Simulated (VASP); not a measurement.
The system is Tl.

```
CELL_PARAMETERS angstrom
5.82000 0.00000 0.00000
-2.91000 5.04027 0.00000
0.00000 0.00000 3.56791
ATOMIC_POSITIONS crystal
Tl 0.00000 0.00000 0.00000
Tl 0.33333 0.66667 0.50000
Tl 0.66667 0.33333 0.50000
```

This isn't the form of Tl at room conditions, which is hcp.

* Program: VASP 6.6.1
* Task: relaxation of cell and atoms
* Functional: PBE
* Potentials or basis: VASP PAW PBE potentials, release 64 (Tl_d)
* Cutoff: 600 eV
* k mesh: 9 × 9 × 14
* Occupations: gaussian, width 0.1 eV
* Spin: no spin polarisation

At the start: pressure -1.8 GPa; volume 34.89 Å³/atom.

Problem. Where does the relaxation end?

Solution. Over 6 steps the energy falls by 20.7 meV/atom and the volume is 31.78 Å³/atom (-8.9 %); space group P6/mmm (No. 191, to 0.1 Å) before and after.

Step by step:
```csv
step,energy change (eV),largest force (eV/Å),pressure (GPa),volume (Å³)
1,0.0000,0.0000,-1.82,104.66
2,-0.0504,0.0000,-0.76,98.77
3,-0.0591,0.0000,-0.01,95.65
4,-0.0591,0.0000,0.05,95.43
5,-0.0609,0.0000,0.03,95.40
6,-0.0620,0.0000,0.03,95.34
```

Final structure:
```yaml
crystal:
  lattice:
    - [5.69941, 0.00000, 0.00000]
    - [-2.84971, 4.93584, 0.00000]
    - [0.00000, 0.00000, 3.38893]
  atoms:
    - { symbol: Tl, position: [0.00000, 0.00000, 0.00000] }
    - { symbol: Tl, position: [0.33333, 0.66667, 0.50000] }
    - { symbol: Tl, position: [0.66667, 0.33333, 0.50000] }
```
